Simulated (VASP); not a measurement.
Input of a VASP 6.6.1 run:

INCAR

```
  PREC = Accurate
  ENCUT = 520
  EDIFF = 1E-7
  ISMEAR = 0
  SIGMA = 0.01
  LREAL = False
  LASPH = True
  NELM = 60
  ALGO = Normal
  ISIF = 2
  LWAVE = False
  LCHARG = False
  NBANDS = 18
```

File KPOINTS:

```
Automatic mesh
0
Gamma
  12 12 1
```

Contents of POSCAR:

```
PtSe2
1.0
    3.7300000000      0.0000000000      0.0000000000
   -1.8650000000      3.2302747561      0.0000000000
    0.0000000000      0.0000000000     18.0000000000
Pt Se
1 2
Direct
    0.0000000000      0.0000000000      0.5000000000
    0.3333333333      0.6666666667      0.5705555556
    0.6666666667      0.3333333333      0.4294444444
```

Potentials or basis: VASP PAW LDA potentials, release 64 (Pt, Se).

The run is started by

```sh
$ cat potpaw_LDA.64/Pt/POTCAR potpaw_LDA.64/Se/POTCAR > POTCAR
$ mpirun -np 1 vasp_std > vasp.out
```

Estimate the largest force.

0.102 eV/Å.

Estimate the band gap on the k mesh.

1.33 eV, indirect (least direct gap 1.48 eV).

Forces in eV/Å, atoms in the order of the input:
```
Pt   0.000  0.000  0.000
Se   0.000  0.000 -0.102
Se   0.000  0.000  0.102
```

Caveat: spin-orbit coupling is left out, which moves the levels of the heavy elements.
